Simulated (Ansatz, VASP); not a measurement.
## Two plane-wave programs on In2O3

File POSCAR:

```
In2O3
1.0
    2.6988265574      1.5581682394      4.7563898885
   -2.6988265574      1.5581682394      4.7563898885
    0.0000000000     -3.1163364788      4.7563898885
In O
4 6
Direct
    0.6421563297      0.6421563297      0.6421563297
    0.8578436703      0.8578436703      0.8578436703
    0.3578436703      0.3578436703      0.3578436703
    0.1421563297      0.1421563297      0.1421563297
    0.0457330182      0.7500000000      0.4542669818
    0.7500000000      0.4542669818      0.0457330182
    0.4542669818      0.0457330182      0.7500000000
    0.9542669818      0.2500000000      0.5457330182
    0.5457330182      0.9542669818      0.2500000000
    0.2500000000      0.5457330182      0.9542669818
```

File INCAR.step1:

```
SYSTEM = In2O3
PREC     = Accurate       ! precision mode
ENCUT    = 520            ! plane-wave cutoff, eV
ISMEAR   = 0              ! smearing method
SIGMA    = 0.01           ! smearing width, eV
LREAL    = .FALSE.        ! projectors in reciprocal space
LASPH    = .TRUE.         ! aspherical terms in the spheres
NELM     = 60             ! most SCF steps
NBANDS   = 55             ! bands
GGA      = PE             ! functional
ALGO     = Normal         ! electronic algorithm
EDIFF    = 1E-4           ! SCF threshold, eV
LWAVE    = .TRUE.         ! write WAVECAR
LCHARG   = .FALSE.        ! write CHGCAR
```

INCAR.step2

```
SYSTEM = In2O3
PREC     = Accurate       ! precision mode
ENCUT    = 520            ! plane-wave cutoff, eV
EDIFF    = 1E-7           ! SCF threshold, eV
ISMEAR   = 0              ! smearing method
SIGMA    = 0.01           ! smearing width, eV
LREAL    = .FALSE.        ! projectors in reciprocal space
LASPH    = .TRUE.         ! aspherical terms in the spheres
NELM     = 60             ! most SCF steps
ALGO     = Normal         ! electronic algorithm
ISIF     = 2              ! what is computed and relaxed
LWAVE    = .FALSE.        ! write WAVECAR
LCHARG   = .TRUE.         ! write CHGCAR
METAGGA  = R2SCAN         ! meta-GGA
LMIXTAU  = .TRUE.       
LELF     = .TRUE.         ! ELF
LVHAR    = .TRUE.       
NBANDS   = 55             ! bands
ISTART   = 1
```

KPOINTS

```
Automatic mesh
0
G
  6 6 6
  0 0 0
```

Input for Ansatz:

```yaml
crystal:
  lattice:
    - [2.6988265574, 1.5581682394, 4.7563898885]
    - [-2.6988265574, 1.5581682394, 4.7563898885]
    - [0.0, -3.1163364788, 4.7563898885]
  atoms:
    - { symbol: In, position: [0.6421563297, 0.6421563297, 0.6421563297] }
    - { symbol: In, position: [0.8578436703, 0.8578436703, 0.8578436703] }
    - { symbol: In, position: [0.3578436703, 0.3578436703, 0.3578436703] }
    - { symbol: In, position: [0.1421563297, 0.1421563297, 0.1421563297] }
    - { symbol: O, position: [0.0457330182, 0.75, 0.4542669818] }
    - { symbol: O, position: [0.75, 0.4542669818, 0.0457330182] }
    - { symbol: O, position: [0.4542669818, 0.0457330182, 0.75] }
    - { symbol: O, position: [0.9542669818, 0.25, 0.5457330182] }
    - { symbol: O, position: [0.5457330182, 0.9542669818, 0.25] }
    - { symbol: O, position: [0.25, 0.5457330182, 0.9542669818] }
kpoints:
  mp_grid: { grid: [6, 6, 6] }
  band_path:
    path:
      - [0.0, 0.0, 0.0]
      - [0.5, 0.5, 0.5]
      - [0.7617877973, 0.2382122027, 0.5]
      - [0.5, -0.2382122027, 0.2382122027]
      - [0.5, 0.0, 0.0]
      - [0.3691061014, -0.3691061014, 0.0]
      - [0.6308938986, 0.0, 0.3691061014]
      - [0.5, 0.0, 0.5]
    npoints: 1
hamiltonian:
  xc: r2scan
scf:
  occupations: { method: fixed }
  n_extra_bands: 6
output:
  forces: true
  stress: true
  eigenvalues: true
```

Change from the starting cell: hydrostatic strain -2.0%.

Alike in both runs: task single point; functional r2SCAN; k mesh 6 × 6 × 6; no spin polarisation.

```csv
,VASP,Ansatz
version,VASP 6.6.1,Ansatz 0.2.0
potentials or method,"VASP PAW PBE potentials, release 64 (In_d, O)","plane waves, PAW"
plane-wave cutoff (eV),520,500
occupations,"gaussian, width 0.01 eV",fixed
valence electrons in the cell,88,88
```

|  | VASP | Ansatz | Ansatz less VASP |
| --- | --- | --- | --- |
| gap on the k mesh at the Fermi level (eV) | 2.21 | 2.20 | -0.014 |
| pressure (GPa) | 13.8 | 12.5 | -1.32 |
| traceless stress, the component that is largest in VASP (GPa) | -1.87 | -1.77 | +0.099 |
| rms of the force components (eV/Å) | 0.011 | 0.000 | -0.0110 |

VASP's potentials were made for PBE, not for r2SCAN. Atom by atom the forces differ by 0.011 eV/Å (rms over components).
